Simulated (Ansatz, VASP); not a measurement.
## Two plane-wave programs on ZnSe

The input INCAR:

```
SYSTEM = ZnSe
PREC = Accurate ; ENCUT = 520
EDIFF = 1E-7 ; ISMEAR = 0
SIGMA = 0.05 ; LREAL = .FALSE.
LASPH = .TRUE. ; NELM = 100
ALGO = Normal ; ISIF = 2
LWAVE = .FALSE. ; LCHARG = .FALSE.
NBANDS = 16
```

File KPOINTS:

```
Automatic mesh
0
G
  8 8 8
  0 0 0
```

Contents of POSCAR:

```
ZnSe
1.0
    0.0000000000      3.0132574581      2.6687857626
    2.6687857626      0.0000000000      2.6687857626
    2.6687857626      3.0132574581      0.0000000000
Zn Se
1 1
Direct
    0.0000000000      0.0000000000      0.0000000000
    0.7500000000      0.7500000000      0.7500000000
```

Input for Ansatz:

```yaml
crystal:
  lattice:
    - [0.0, 3.0132574581, 2.6687857626]
    - [2.6687857626, 0.0, 2.6687857626]
    - [2.6687857626, 3.0132574581, 0.0]
  atoms:
    - { symbol: Zn, position: [0.0, 0.0, 0.0] }
    - { symbol: Se, position: [0.75, 0.75, 0.75] }
basis:
  ecutwfc: 520.0
kpoints:
  mp_grid: { grid: [8, 8, 8] }
hamiltonian:
  xc: lda
  pseudopotentials: { kind: paw, azcp: { folder: soft_1 } }
scf:
  occupations: { method: gaussian, width: 0.05 }
output:
  forces: true
  stress: true
  eigenvalues: true
```

Change from the starting cell: strain +e along x and -e along y +0.0000, strain +e along z and -e/2 along x and y +0.0825.

Alike in both runs: task single point; functional LDA; k mesh 8 × 8 × 8; occupations gaussian, width 0.05 eV; no spin polarisation.

|  | VASP | Ansatz |
| --- | --- | --- |
| version | VASP 6.6.1 | Ansatz 0.2.0 |
| potentials or method | VASP PAW LDA potentials, release 64 (Zn, Se), cutoff 520 eV | scalar-relativistic, plane waves, PAW |
| valence electrons in the cell | 18 | 28 |

VASP gave:

- gap on the k mesh at the Fermi level (eV): 1.05
- least direct gap on the mesh (eV): 1.05
- pressure (GPa): 0.4
- traceless stress, the component that is largest in VASP (GPa): -3.88

Task: What did Ansatz give for the same quantities?

Result: gap on the k mesh at the Fermi level (eV): 1.01; least direct gap on the mesh (eV): 1.01; pressure (GPa): 0.0; traceless stress, the component that is largest in VASP (GPa): -3.91.

Ansatz warns that its potentials were made for another functional, while VASP's fit it. LDA's correlation is that of Perdew and Zunger in VASP and of Perdew and Wang (1992) in Ansatz. VASP's potentials hold 18 valence electrons a cell and Ansatz's 28, so a difference there can come from the potentials and not from the codes.
